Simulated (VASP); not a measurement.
# Te2Pt (P-3m1) in VASP: a series of runs

The runs below take Te2Pt through single point, with PBE.

Everything below comes from runs of VASP 6.6.1. Logs are shortened: lines on timing, memory, paths and dates and some standing lists are left out, and cuts for length are marked.

**1. The cell of the first run**

The structure is trigonal, space group P-3m1 (No. 164). Conventional cell: a = 4.304 Å, b = 4.304 Å, c = 5.673 Å, α = 90.00°, β = 90.00°, γ = 120.00°. Te (site symmetry 3m) has 3 Pt at 2.87 Å and 6 Te at 3.75 to 3.80 Å within 3.8 Å. Pt (site symmetry -3m) has 6 Te at 2.87 Å within 3.8 Å.

**2. Single point, PBE, collinear spin (30.34 Å³/atom)**

File INCAR:

```
PREC = Accurate
ENCUT = 500
EDIFF = 1E-6
ISMEAR = 0
SIGMA = 0.15
LREAL = False
LASPH = True
NELM = 200
ALGO = Normal
ISIF = 2
LWAVE = False
LCHARG = False
ISPIN = 2
MAGMOM = 0 0 0.125
LORBIT = 11
NUPDOWN = 0.125
LMAXMIX = 4
GGA = PE
NBANDS = 22
GGA_COMPAT = False
```

File KPOINTS:

```
regular mesh
0
Gamma
  12 12 8
```

File POSCAR:

```
Te2Pt
1.0
    4.3041829986      0.0000000000      0.0000000000
   -2.1520914993      3.7275318194      0.0000000000
    0.0000000000      0.0000000000      5.6725952786
Te Pt
2 1
Direct
    0.3333333333      0.6666666667      0.2528728645
    0.6666666667      0.3333333333      0.7471271355
    0.0000000000      0.0000000000      0.0000000000
```

Potentials or basis: VASP PAW PBE potentials, release 64 (Te, Pt).

Run with:

```bash
cat potpaw_PBE.64/Te/POTCAR potpaw_PBE.64/Pt/POTCAR > POTCAR
mpirun -np 1 vasp_std > vasp.out
```

OUTCAR:

```text
PREC = Accurate
   ENCUT = 500
   EDIFF = 1E-6
   ISMEAR = 0
   LREAL = False
   LASPH = True
   NELM = 200
   ISIF = 2
   ISPIN = 2
   LORBIT = 11
   NUPDOWN = 0.125
   GGA = PE

 ion  position               nearest neighbor table
   1  0.333  0.667  0.253-   3 2.87   3 2.87   3 2.87
   2  0.667  0.333  0.747-   3 2.87   3 2.87   3 2.87
   3  0.000  0.000  0.000-   1 2.87   2 2.87   2 2.87   1 2.87   2 2.87   1 2.87

  LATTYP: Found a hexagonal cell.
 ALAT       =     4.3041829986
 C/A-ratio  =     1.3179261385

  Lattice vectors:

 A1 = (   4.3041829986,   0.0000000000,   0.0000000000)
 A2 = (  -2.1520914993,   3.7275318194,   0.0000000000)
 A3 = (   0.0000000000,   0.0000000000,   5.6725952786)

Analysis of symmetry for initial positions (statically):
=====================================================================
 Subroutine PRICEL returns:
 Original cell was already a primitive cell.

 Routine SETGRP: Setting up the symmetry group for a
 hexagonal supercell.

 Subroutine GETGRP returns: Found 12 space group operations
 (whereof 12 operations were pure point group operations)
 out of a pool of 24 trial point group operations.

The static configuration has the point symmetry D_3d.

Analysis of symmetry for dynamics (positions and initial velocities):
=====================================================================
 Subroutine PRICEL returns:
 Original cell was already a primitive cell.

 Routine SETGRP: Setting up the symmetry group for a
 hexagonal supercell.

 Subroutine GETGRP returns: Found 12 space group operations
 (whereof 12 operations were pure point group operations)
 out of a pool of 24 trial point group operations.

The dynamic configuration has the point symmetry D_3d.

Analysis of structural, dynamic, and magnetic symmetry:
=====================================================================
 Subroutine PRICEL returns:
 Original cell was already a primitive cell.

 Routine SETGRP: Setting up the symmetry group for a
 hexagonal supercell.

 Subroutine GETGRP returns: Found 12 space group operations
 (whereof 12 operations were pure point group operations)
 out of a pool of 24 trial point group operations.

The overall configuration has the point symmetry D_3d.

 Subroutine INISYM returns: Found 12 space group operations
 (whereof 12 operations are pure point group operations),
[... 114 lines left out ...]
   EFERMI_NEDOS =   21; number of points for ismear=-14 and -15
   IALGO  =     38    algorithm
   IMIX   =      4    mixing-type and parameters
     AMIX     =   0.40;   BMIX     =  1.00
     AMIX_MAG =   1.60;   BMIX_MAG =  1.00
  volume/ion in A,a.u.               =      30.34       204.72
  Fermi-wavevector in a.u.,A,eV,Ry     =   1.019806  1.927155 14.150130  1.040005
  Thomas-Fermi vector in A             =   2.153341
   LORBIT       =     11    0 simple, 1 ext, 2 COOP (PROOUT), +10 PAW based schemes
   GGA     = PE    functional components
   LHFCALC =     F    Hartree Fock is set to
   AEXX    =    0.0000 exact exchange contribution
   IVDW    =     0    specifies the selected vdW correction
   LEPSILON=     F    determine dielectric tensor
   LRPA    =     F    only Hartree local field effects (RPA)
 spin polarized calculation
 Gauss-broadening in eV      SIGMA  =   0.15
  energy-cutoff  :      500.00
  volume of cell :       91.01
 maximum number of plane-waves:      2336
   NGX = 15   NGY = 15   NGZ = 21

 number of electron      21.9999998 magnetization       0.1250000

 Free energy of the ion-electron system (eV)
  ---------------------------------------------------
  ext. energy  EPLUGINS =         0.00000000
  ---------------------------------------------------
  free energy    TOTEN  =       -13.10634985 eV

  energy without entropy =      -13.09014550  energy(sigma->0) =      -13.09824767

 E-fermi :   5.6497     XC(G=0):  -9.4976

 val. band max:        5.7852859091   @ k =   0.2500   0.2500   0.0000
 cond. band min:       5.6628974300   @ k =   0.0833   0.0833   0.2500
 fundamental gap:     -0.1223884791
 Fermi energy:         5.7913002699

 spin component 1

 k-point     1 :       0.0000    0.0000    0.0000
  band No.  band energies     occupation
      1      -6.7195      1.00000
      2      -4.5968      1.00000
      3       0.5064      1.00000
      4       1.3127      1.00000
      5       1.3127      1.00000
      6       2.9297      1.00000
[... 589 lines left out ...]
     21      15.0286      0.00000
     22      15.8313      0.00000

 [... further k-points ...]

 spin component 2

 k-point     1 :       0.0000    0.0000    0.0000
  band No.  band energies     occupation
      1      -6.6943      1.00000
      2      -4.5705      1.00000
      3       0.5330      1.00000
      4       1.3412      1.00000
      5       1.3412      1.00000
      6       2.9494      1.00000
[... 589 lines left out ...]
     21      15.0573      0.00000
     22      15.8605      0.00000

 [... further k-points ...]
[... 5 lines left out ...]
  --------------------------------------------------------------------------------------
  -------------------------------------------------------------------------------------
  Total       -6.0877692     -6.0877692     -4.3760035     -0.0000000      0.0000000      0.0000000
  in kB     -107.1704055   -107.1704055    -77.0361120     -0.0000000      0.0000000      0.0000000
  external PRESSURE =     -97.1256410 kB  Pullay stress =       0.0000000 kB

 VOLUME and BASIS-vectors are now :
 -----------------------------------------------------------------------------
  energy-cutoff  :      500.00
  volume of cell :       91.01
      direct lattice vectors                 reciprocal lattice vectors
     4.304182999  0.000000000  0.000000000     0.232332129  0.134137017  0.000000000
    -2.152091499  3.727531819  0.000000000     0.000000000  0.268274035  0.000000000
     0.000000000  0.000000000  5.672595279     0.000000000  0.000000000  0.176286153

 POSITION                                       TOTAL-FORCE (eV/Angst)
 -----------------------------------------------------------------------------------
     -0.00000      2.48502      1.43445         0.000000      0.000000     -1.083316
      2.15209      1.24251      4.23815        -0.000000      0.000000      1.083316
      0.00000      0.00000      0.00000        -0.000000      0.000000      0.000000
 -----------------------------------------------------------------------------------
    total drift:                                0.000000     -0.000000      0.000000

  FREE ENERGIE OF THE ION-ELECTRON SYSTEM (eV)
  ---------------------------------------------------
  free  energy   TOTEN  =       -13.1063498521 eV

  energy  without entropy=      -13.0901454964  energy(sigma->0) =      -13.09824767

 total charge

# of ion       s       p       d       tot
------------------------------------------
    1        1.403   1.786   0.039   3.228
    2        1.403   1.786   0.039   3.228
    3        0.589   0.437   7.992   9.018
--------------------------------------------------
tot          3.395   4.009   8.070  15.474

 magnetization (x)

# of ion       s       p       d       tot
------------------------------------------
    1        0.002   0.020   0.000   0.023
    2        0.002   0.020   0.000   0.023
    3       -0.000   0.002   0.038   0.039
--------------------------------------------------
tot          0.005   0.042   0.039   0.085
```

stdout:

```text
POSCAR found type information on POSCAR TePt
 POSCAR found :  2 types and       3 ions
 scaLAPACK will be used
 LDA part: xc-table for (Slater+PW92), standard interpolation
 POSCAR, INCAR and KPOINTS ok, starting setup
 FFT: planning ... GRIDC
 FFT: planning ... GRID_SOFT
 FFT: planning ... GRID
 WAVECAR not read
 entering main loop
```

Wall time 6.8 min (1 thread of Oxide Virtual Turin-like, shared host); peak memory 0.47 GiB.

Results:

| Item | Value |
| --- | --- |
| Free energy | -13.1063 eV |
| Pressure | -9.7 GPa |
| Largest force | 1.083 eV/Å |
| Net moment | 0.12 μB per cell |
| Site moments | Te +0.02; Pt +0.04 μB |
| Valence electrons inside the program's atomic spheres | Te 3.23; Pt 9.02 |

Forces on the atoms (eV/Å):
```
Te   0.000  0.000 -1.083
Te   0.000  0.000  1.083
Pt   0.000  0.000  0.000
```

Caveat: the cell stands under tension; spin-orbit coupling is left out, which moves the levels of the heavy elements; the total moment is fixed, so each spin has its own Fermi level and the state may be an excited one; forces of over 1 eV/Å act on the atoms, so gaps and moduli don't describe the material at rest.

**3. Single point, PBE, collinear spin (26.00 Å³/atom)**

This run uses another cell than the first one, of 26.00 Å³/atom.

File INCAR:

```
PREC = Accurate
ENCUT = 500
EDIFF = 1E-6
ISMEAR = 0
SIGMA = 0.15
LREAL = F
LASPH = T
NELM = 200
ALGO = Normal
ISIF = 2
LWAVE = F
LCHARG = F
ISPIN = 2
MAGMOM = 0 0 0.5
LORBIT = 11
NUPDOWN = 0.5
LMAXMIX = 4
GGA = PE
NBANDS = 22
GGA_COMPAT = F
```

File KPOINTS:

```
Automatic mesh
0
Gamma
  12 12 8
```

File POSCAR:

```
Te2Pt
1.0
    4.0885922681      0.0000000000      0.0000000000
   -2.0442961340      3.5408247699      0.0000000000
    0.0000000000      0.0000000000      5.3884626196
Te Pt
2 1
Direct
    0.3333333333      0.6666666667      0.2528728645
    0.6666666667      0.3333333333      0.7471271355
    0.0000000000      0.0000000000      0.0000000000
```

Potentials or basis: VASP PAW PBE potentials, release 64 (Te, Pt).

Run with:

```bash
cat potpaw_PBE.64/Te/POTCAR potpaw_PBE.64/Pt/POTCAR > POTCAR
mpirun -np 1 vasp_std > vasp.out
```

OUTCAR:

```text
PREC = Accurate
   ENCUT = 500
   EDIFF = 1E-6
   ISMEAR = 0
   LREAL = F
   LASPH = T
   NELM = 200
   ISIF = 2
   ISPIN = 2
   LORBIT = 11
   NUPDOWN = 0.5
   GGA = PE

 ion  position               nearest neighbor table
   1  0.333  0.667  0.253-   3 2.73   3 2.73   3 2.73   2 3.56   2 3.56   2 3.56   2 3.61   2 3.61
                             2 3.61
   2  0.667  0.333  0.747-   3 2.73   3 2.73   3 2.73   1 3.56   1 3.56   1 3.56   1 3.61   1 3.61
                             1 3.61
   3  0.000  0.000  0.000-   1 2.73   2 2.73   1 2.73   2 2.73   2 2.73   1 2.73

  LATTYP: Found a hexagonal cell.
 ALAT       =     4.0885922681
 C/A-ratio  =     1.3179261385

  Lattice vectors:

 A1 = (   4.0885922681,   0.0000000000,   0.0000000000)
 A2 = (  -2.0442961340,   3.5408247699,   0.0000000000)
 A3 = (   0.0000000000,   0.0000000000,   5.3884626196)

Analysis of symmetry for initial positions (statically):
=====================================================================
 Subroutine PRICEL returns:
 Original cell was already a primitive cell.

 Routine SETGRP: Setting up the symmetry group for a
 hexagonal supercell.

 Subroutine GETGRP returns: Found 12 space group operations
 (whereof 12 operations were pure point group operations)
 out of a pool of 24 trial point group operations.

The static configuration has the point symmetry D_3d.

Analysis of symmetry for dynamics (positions and initial velocities):
=====================================================================
 Subroutine PRICEL returns:
 Original cell was already a primitive cell.

 Routine SETGRP: Setting up the symmetry group for a
 hexagonal supercell.

 Subroutine GETGRP returns: Found 12 space group operations
 (whereof 12 operations were pure point group operations)
 out of a pool of 24 trial point group operations.

The dynamic configuration has the point symmetry D_3d.

Analysis of structural, dynamic, and magnetic symmetry:
[... 155 lines left out ...]
  ---------------------------------------------------
  ext. energy  EPLUGINS =         0.00000000
  ---------------------------------------------------
  free energy    TOTEN  =       -13.48446939 eV

  energy without entropy =      -13.47161445  energy(sigma->0) =      -13.47804192

 E-fermi :   7.2874     XC(G=0): -10.2201

 val. band max:        8.0570366981   @ k =   0.0000   0.0833   0.2500
 cond. band min:       7.2914104579   @ k =   0.0000   0.0833   0.2500
 fundamental gap:     -0.7656262402
 Fermi energy:         8.0971542762

 spin component 1

 k-point     1 :       0.0000    0.0000    0.0000
  band No.  band energies     occupation
      1      -5.8369      1.00000
      2      -2.8639      1.00000
      3       1.4287      1.00000
      4       2.3387      1.00000
      5       2.3387      1.00000
      6       4.2397      1.00000
[... 589 lines left out ...]
     21      17.4872      0.00000
     22      18.3353      0.00000

 [... further k-points ...]

 spin component 2

 k-point     1 :       0.0000    0.0000    0.0000
  band No.  band energies     occupation
      1      -5.7317      1.00000
      2      -2.7540      1.00000
      3       1.5432      1.00000
      4       2.4447      1.00000
      5       2.4447      1.00000
      6       4.3156      1.00000
[... 589 lines left out ...]
     21      17.6029      0.00000
     22      18.4549      0.00000

 [... further k-points ...]
[... 5 lines left out ...]
  --------------------------------------------------------------------------------------
  -------------------------------------------------------------------------------------
  Total       -0.0252210     -0.0252210      0.0686267     -0.0000000      0.0000000     -0.0000000
  in kB       -0.5180006     -0.5180006      1.4094852     -0.0000000      0.0000000     -0.0000000
  external PRESSURE =       0.1244946 kB  Pullay stress =       0.0000000 kB

 VOLUME and BASIS-vectors are now :
 -----------------------------------------------------------------------------
  energy-cutoff  :      500.00
  volume of cell :       78.01
      direct lattice vectors                 reciprocal lattice vectors
     4.088592268  0.000000000  0.000000000     0.244582960  0.141210038  0.000000000
    -2.044296134  3.540824770  0.000000000     0.000000000  0.282420076  0.000000000
     0.000000000  0.000000000  5.388462620     0.000000000  0.000000000  0.185581690

 POSITION                                       TOTAL-FORCE (eV/Angst)
 -----------------------------------------------------------------------------------
     -0.00000      2.36055      1.36260         0.000000     -0.000000      0.085806
      2.04430      1.18027      4.02587        -0.000000      0.000000     -0.085806
      0.00000      0.00000      0.00000         0.000000      0.000000     -0.000000
 -----------------------------------------------------------------------------------
    total drift:                                0.000000      0.000000     -0.000000

  FREE ENERGIE OF THE ION-ELECTRON SYSTEM (eV)
  ---------------------------------------------------
  free  energy   TOTEN  =       -13.4844693872 eV

  energy  without entropy=      -13.4716144508  energy(sigma->0) =      -13.47804192

 total charge

# of ion       s       p       d       tot
------------------------------------------
    1        1.399   1.842   0.062   3.303
    2        1.399   1.842   0.062   3.303
    3        0.657   0.592   8.077   9.325
--------------------------------------------------
tot          3.455   4.275   8.202  15.932

 magnetization (x)

# of ion       s       p       d       tot
------------------------------------------
    1        0.012   0.084   0.003   0.099
    2        0.012   0.084   0.003   0.099
    3        0.002   0.013   0.131   0.146
--------------------------------------------------
tot          0.025   0.182   0.138   0.344
```

Run time: 4.4 min. Hardware: 1 thread of Oxide Virtual Turin-like, shared host; peak memory 0.41 GiB.

Results:

- Free energy: -13.4845 eV
- Pressure: 0.0 GPa
- Largest force: 0.086 eV/Å
- Net moment: 0.50 μB per cell
- Site moments: Te +0.10; Pt +0.15 μB
- Valence electrons inside the program's atomic spheres: Te 3.30; Pt 9.32

Forces on the atoms (eV/Å):
```
Te   0.000  0.000  0.086
Te   0.000  0.000 -0.086
Pt   0.000  0.000  0.000
```

Stress tensor (GPa, compression positive):
```
-0.05  0.00  0.00
 0.00 -0.05  0.00
 0.00  0.00  0.14
```

Caveat: spin-orbit coupling is left out, which moves the levels of the heavy elements; the total moment is fixed, so each spin has its own Fermi level and the state may be an excited one.

(Continued in part 2 of 2.)
